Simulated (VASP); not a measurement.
# AgBr (Fm-3m) in VASP: a series of runs

Runs on AgBr. Level: PBE. Tasks: single point.

Everything below comes from runs of VASP 6.6.1. Logs are shortened: lines on timing, memory, paths and dates and some standing lists are left out, and cuts for length are marked.

## Step 1: The cell of the first run

The structure is cubic, space group Fm-3m (No. 225). Conventional cell: a = 5.600 Å, b = 5.600 Å, c = 5.600 Å, α = 90.00°, β = 90.00°, γ = 90.00°. Ag (site symmetry m-3m) has 6 Br at 2.80 Å within 3.7 Å. Within 3.7 Å of Br (site symmetry m-3m) lie 6 Ag at 2.80 Å.

## Step 2: Single point, PBE (21.95 Å³/atom)

INCAR

```
ALGO     = Normal         # electronic algorithm
EDIFF    = 1E-6           # SCF threshold, eV
ENCUT    = 500            # plane-wave cutoff, eV
GGA      = PE             # functional
GGA_COMPAT= False        
ISIF     = 2              # what is computed and relaxed
ISMEAR   = 0              # smearing method
LASPH    = True           # aspherical terms in the spheres
LCHARG   = False          # write CHGCAR
LREAL    = False          # projectors in reciprocal space
LWAVE    = False          # write WAVECAR
NBANDS   = 16             # bands
NELM     = 120            # most SCF steps
PREC     = Accurate       # precision mode
SIGMA    = 0.02           # smearing width, eV
```

KPOINTS

```
k-points
0
Gamma
  8 8 8
```

POSCAR

```
AgBr
1.0
    0.0000000000      2.7997811762      2.7997811762
    2.7997811762      0.0000000000      2.7997811762
    2.7997811762      2.7997811762      0.0000000000
Ag Br
1 1
Direct
    0.0000000000      0.0000000000      0.0000000000
    0.5000000000      0.5000000000      0.5000000000
```

Potentials or basis: VASP PAW PBE potentials, release 64 (Ag, Br).

Command:

```sh
cat potpaw_PBE.64/Ag/POTCAR potpaw_PBE.64/Br/POTCAR > POTCAR
mpirun -np 1 vasp_std > vasp.out
```

OUTCAR:

```text
EDIFF = 1E-6
   ENCUT = 500
   GGA = PE
   ISIF = 2
   ISMEAR = 0
   LASPH = True
   LREAL = False
   NELM = 120
   PREC = Accurate

 ion  position               nearest neighbor table
   1  0.000  0.000  0.000-   2 2.80   2 2.80   2 2.80   2 2.80   2 2.80   2 2.80
   2  0.500  0.500  0.500-   1 2.80   1 2.80   1 2.80   1 2.80   1 2.80   1 2.80

  LATTYP: Found a face centered cubic cell.
 ALAT       =     5.5995623524

  Lattice vectors:

 A1 = (   0.0000000000,   2.7997811762,   2.7997811762)
 A2 = (   2.7997811762,   0.0000000000,   2.7997811762)
 A3 = (   2.7997811762,   2.7997811762,   0.0000000000)

Analysis of symmetry for initial positions (statically):
=====================================================================
 Subroutine PRICEL returns:
 Original cell was already a primitive cell.

 Routine SETGRP: Setting up the symmetry group for a
 face centered cubic supercell.

 Subroutine GETGRP returns: Found 48 space group operations
 (whereof 48 operations were pure point group operations)
 out of a pool of 48 trial point group operations.

The static configuration has the point symmetry O_h .

Analysis of symmetry for dynamics (positions and initial velocities):
=====================================================================
 Subroutine PRICEL returns:
 Original cell was already a primitive cell.

 Routine SETGRP: Setting up the symmetry group for a
 face centered cubic supercell.

 Subroutine GETGRP returns: Found 48 space group operations
 (whereof 48 operations were pure point group operations)
 out of a pool of 48 trial point group operations.

The dynamic configuration has the point symmetry O_h .

 Subroutine INISYM returns: Found 48 space group operations
 (whereof 48 operations are pure point group operations),
 and found     1 'primitive' translations

----------------------------------------------------------------------------------------

                                     Primitive cell

  volume of cell :      43.8937

  direct lattice vectors                    reciprocal lattice vectors
     0.000000000  2.799781176  2.799781176    -0.178585385  0.178585385  0.178585385
     2.799781176  0.000000000  2.799781176     0.178585385 -0.178585385  0.178585385
     2.799781176  2.799781176  0.000000000     0.178585385  0.178585385 -0.178585385

  length of vectors
     3.959488511  3.959488511  3.959488511     0.309318961  0.309318961  0.309318961

  position of ions in fractional coordinates (direct lattice)
     0.000000000  0.000000000  0.000000000
     0.500000000  0.500000000  0.500000000

  ion indices of the primitive-cell ions
   primitive index   ion index
                 1           1
                 2           2

----------------------------------------------------------------------------------------

 KPOINTS: k-points

Automatic generation of k-mesh.
 Grid dimensions read from file:
 generate k-points for:    8    8    8

 Generating k-lattice:

  Cartesian coordinates                     Fractional coordinates (reciprocal lattice)
    -0.022323173  0.022323173  0.022323173     0.125000000  0.000000000  0.000000000
     0.022323173 -0.022323173  0.022323173     0.000000000  0.125000000  0.000000000
     0.022323173  0.022323173 -0.022323173     0.000000000  0.000000000  0.125000000

  Length of vectors
     0.038664870  0.038664870  0.038664870

  Shift w.r.t. Gamma in fractional coordinates (k-lattice)
     0.000000000  0.000000000  0.000000000

 Subroutine IBZKPT returns following result:
 ===========================================

 Found     29 irreducible k-points:

 Following reciprocal coordinates:
            Coordinates               Weight
  0.000000  0.000000  0.000000      1.000000
  0.125000  0.000000  0.000000      8.000000
  0.250000  0.000000  0.000000      8.000000
  0.375000  0.000000  0.000000      8.000000
  0.500000  0.000000  0.000000      4.000000
  0.125000  0.125000  0.000000      6.000000
[... 16 lines left out ...]
  0.500000  0.250000  0.125000     48.000000
 -0.375000  0.250000  0.125000     24.000000
 [... further k-points ...]
   k-points           NKPTS =     29   k-points in BZ     NKDIM =     29   number of bands    NBANDS=     16
   number of dos      NEDOS =    301   number of ions     NIONS =      2
   total plane-waves  NPLWV =  27000
   dimension x,y,z NGX =    30 NGY =   30 NGZ =   30
   dimension x,y,z NGXF=    60 NGYF=   60 NGZF=   60
   ions per type =               1   1
   NGX,Y,Z   is equivalent  to a cutoff of  12.60, 12.60, 12.60 a.u.
   NGXF,Y,Z  is equivalent  to a cutoff of  25.19, 25.19, 25.19 a.u.
 SYSTEM =  unknown system
   PREC   = accura    normal or accurate (medium, high low for compatibility)
   ISTART =      0    job   : 0-new  1-cont  2-samecut
   ICHARG =      2    charge: 1-file 2-atom 10-const
   ISPIN  =      1    spin polarized calculation?
   LNONCOLLINEAR =      F non collinear calculations
   LSORBIT =      F    spin-orbit coupling
   LASPH  =      T    aspherical Exc in radial PAW
   ENCUT  =  500.0 eV  36.75 Ry    6.06 a.u.   7.22  7.22  7.22*2*pi/ulx,y,z
   NELM   =    120;   NELMIN=  2; NELMDL= -5     # of ELM steps
   EDIFF  = 0.1E-05   stopping-criterion for ELM
   LREAL  =      F    real-space projection
   EDIFFG = 0.1E-04   stopping-criterion for IOM
   NSW    =      0    number of steps for IOM
   IBRION =     -1    ionic relax: 0-MD 1-quasi-New 2-CG
   NFREE  =      0    steps in history (QN), initial steepest desc. (CG)
   ISIF   =      2    stress and relaxation
   ISYM   =      2    0-nonsym 1-usesym 2-fastsym
   POTIM  = 0.5000    time-step for ionic-motion
   TEBEG  =    0.0;   TEEND  =   0.0 temperature during run
   PSTRESS=    0.0 pullay stress
   NELECT =      18.0000    total number of electrons
   NUPDOWN=      -1.0000    fix difference up-down
   EMIN   =  10.00;   EMAX   =-10.00  energy-range for DOS
   EFERMI =   0.00;   METHOD = LEGACY
   ISMEAR =     0;   SIGMA  =   0.02  broadening in eV -4-tet -1-fermi 0-gaus
   EFERMI_NEDOS =   21; number of points for ismear=-14 and -15
   IALGO  =     38    algorithm
   IMIX   =      4    mixing-type and parameters
     AMIX     =   0.40;   BMIX     =  1.00
     AMIX_MAG =   1.60;   BMIX_MAG =  1.00
  volume/ion in A,a.u.               =      21.95       148.10
  Fermi-wavevector in a.u.,A,eV,Ry     =   1.216274  2.298425 20.127418  1.479323
  Thomas-Fermi vector in A             =   2.351634
   LORBIT       =      0    0 simple, 1 ext, 2 COOP (PROOUT), +10 PAW based schemes
   GGA     = PE    functional components
   LHFCALC =     F    Hartree Fock is set to
   AEXX    =    0.0000 exact exchange contribution
   IVDW    =     0    specifies the selected vdW correction
   LEPSILON=     F    determine dielectric tensor
   LRPA    =     F    only Hartree local field effects (RPA)
 non-spin polarized calculation
 Gauss-broadening in eV      SIGMA  =   0.02
  energy-cutoff  :      500.00
  volume of cell :       43.89
 maximum number of plane-waves:      1139
 NGX is ok and might be reduce to    30
   NGX = 15   NGY = 15   NGZ = 15

 number of electron      18.0000000 magnetization

 Free energy of the ion-electron system (eV)
  ---------------------------------------------------
  ext. energy  EPLUGINS =         0.00000000
  ---------------------------------------------------
  free energy    TOTEN  =        -4.88971189 eV

  energy without entropy =       -4.88971189  energy(sigma->0) =       -4.88971189

 E-fermi :   4.7120     XC(G=0): -10.2454

 val. band max:        4.5787889856   @ k =   0.5000   0.0000   0.0000
 cond. band min:       5.2494197728   @ k =   0.0000   0.0000   0.0000
 fundamental gap:      0.6706307872
 Fermi energy:         4.7119758844

 k-point     1 :       0.0000    0.0000    0.0000
  band No.  band energies     occupation
      1     -11.0166      2.00000
      2       1.4323      2.00000
      3       1.4323      2.00000
      4       1.4323      2.00000
      5       1.4345      2.00000
      6       1.4345      2.00000
[... 8 lines left out ...]
     15      16.6806      0.00000
     16      16.6806      0.00000

 k-point     2 :       0.1250    0.0000    0.0000
  band No.  band energies     occupation
      1     -10.9422      2.00000
      2       0.9817      2.00000
      3       0.9817      2.00000
      4       1.0227      2.00000
      5       1.4839      2.00000
      6       1.4839      2.00000
[... 8 lines left out ...]
     15      15.6422      0.00000
     16      16.0047      0.00000

 k-point     3 :       0.2500    0.0000    0.0000
  band No.  band energies     occupation
      1     -10.7527      2.00000
      2      -0.0921      2.00000
      3       0.4076      2.00000
      4       0.4076      2.00000
      5       1.6118      2.00000
      6       1.6118      2.00000
[... 8 lines left out ...]
     15      15.9897      0.00000
     16      15.9897      0.00000

 k-point     4 :       0.3750    0.0000    0.0000
  band No.  band energies     occupation
      1     -10.5473      2.00000
      2      -1.0042      2.00000
      3       0.0255      2.00000
      4       0.0255      2.00000
      5       1.7454      2.00000
      6       1.7454      2.00000
[... 8 lines left out ...]
     15      17.0324      0.00000
     16      17.0324      0.00000
[... 324 lines left out ...]
 k-point    22 :       0.3750    0.2500    0.1250
  band No.  band energies     occupation
      1     -10.6344      2.00000
      2      -0.5386      2.00000
      3       0.3424      2.00000
      4       0.7277      2.00000
      5       1.5504      2.00000
      6       1.7184      2.00000
[... 8 lines left out ...]
     15      18.1700      0.00000
     16      18.8683      0.00000

 k-point    23 :       0.5000    0.2500    0.1250
  band No.  band energies     occupation
      1     -10.4859      2.00000
      2      -0.7925      2.00000
      3       0.0255      2.00000
      4       0.3031      2.00000
      5       1.6643      2.00000
      6       1.8095      2.00000
[... 8 lines left out ...]
     15      18.5151      0.00000
     16      18.8895      0.00000

 k-point    24 :      -0.3750    0.2500    0.1250
  band No.  band energies     occupation
      1     -10.4219      2.00000
      2      -0.8768      2.00000
      3      -0.0264      2.00000
      4       0.0239      2.00000
      5       1.7468      2.00000
      6       1.8097      2.00000
[... 8 lines left out ...]
     15      17.4429      0.00000
     16      19.1431      0.00000

 [... further k-points ...]

------------------------ aborting loop because EDIFF is reached ----------------------------------------

  FORCE on cell =-STRESS in cart. coord.  units (eV):
  Direction    XX          YY          ZZ          XY          YZ          ZX
  --------------------------------------------------------------------------------------
  -------------------------------------------------------------------------------------
  Total        1.8740130      1.8740130      1.8740130      0.0000000      0.0000000     -0.0000000
  in kB       68.4039075     68.4039075     68.4039075      0.0000000      0.0000000     -0.0000000
  external PRESSURE =      68.4039075 kB  Pullay stress =       0.0000000 kB

 VOLUME and BASIS-vectors are now :
 -----------------------------------------------------------------------------
  energy-cutoff  :      500.00
  volume of cell :       43.89
      direct lattice vectors                 reciprocal lattice vectors
     0.000000000  2.799781176  2.799781176    -0.178585385  0.178585385  0.178585385
     2.799781176  0.000000000  2.799781176     0.178585385 -0.178585385  0.178585385
     2.799781176  2.799781176  0.000000000     0.178585385  0.178585385 -0.178585385

 POSITION                                       TOTAL-FORCE (eV/Angst)
 -----------------------------------------------------------------------------------
      0.00000      0.00000      0.00000        -0.000000      0.000000     -0.000000
      2.79978      2.79978      2.79978         0.000000      0.000000      0.000000
 -----------------------------------------------------------------------------------
    total drift:                               -0.000000      0.000000      0.000000

  FREE ENERGIE OF THE ION-ELECTRON SYSTEM (eV)
  ---------------------------------------------------
  free  energy   TOTEN  =        -4.8897118886 eV

  energy  without entropy=       -4.8897118886  energy(sigma->0) =       -4.88971189
```

Run time: 27 s. Hardware: 1 thread of AMD EPYC 7R13, shared host; peak memory 0.15 GiB.

Results:

- Free energy: -4.8897 eV
- Pressure: 6.8 GPa
- Band gap on the k mesh: 0.67 eV (least direct gap 2.88 eV)

Caveat: the cell stands under pressure.

(Part 1 of 2 ends here.)
